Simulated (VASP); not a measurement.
Here is a VASP 6.6.1 calculation.

INCAR

```
PREC = Accurate ; ENCUT = 520
EDIFF = 1E-6 ; ISMEAR = 0
SIGMA = 0.05 ; LREAL = F
LASPH = T ; NELM = 80
ALGO = Normal ; ISIF = 2
LWAVE = F ; LCHARG = T
GGA = PE ; LELF = T
LVHAR = T ; NBANDS = 15
```

The input KPOINTS:

```
regular mesh
0
Gamma
  8 8 8
```

POSCAR

```
KCl
1.0
    0.0000000000      3.2450506472      2.9854465954
    3.2450506472      0.0000000000      2.9854465954
    3.2450506472      3.2450506472      0.0000000000
K Cl
1 1
Direct
    0.0000000000      0.0000000000      0.0000000000
    0.5000000000      0.5000000000      0.5000000000
```

Potentials or basis: VASP PAW PBE potentials, release 64 (K_sv, Cl).

Launch:

```bash
$ cat potpaw_PBE.64/K_sv/POTCAR potpaw_PBE.64/Cl/POTCAR > POTCAR
$ mpirun -np 1 vasp_std > vasp.out
```

(1) Predict the band gap on the k mesh.

(2) What does it give for the pressure?

Results:

(1) 5.08 eV.

(2) 1.0 GPa.
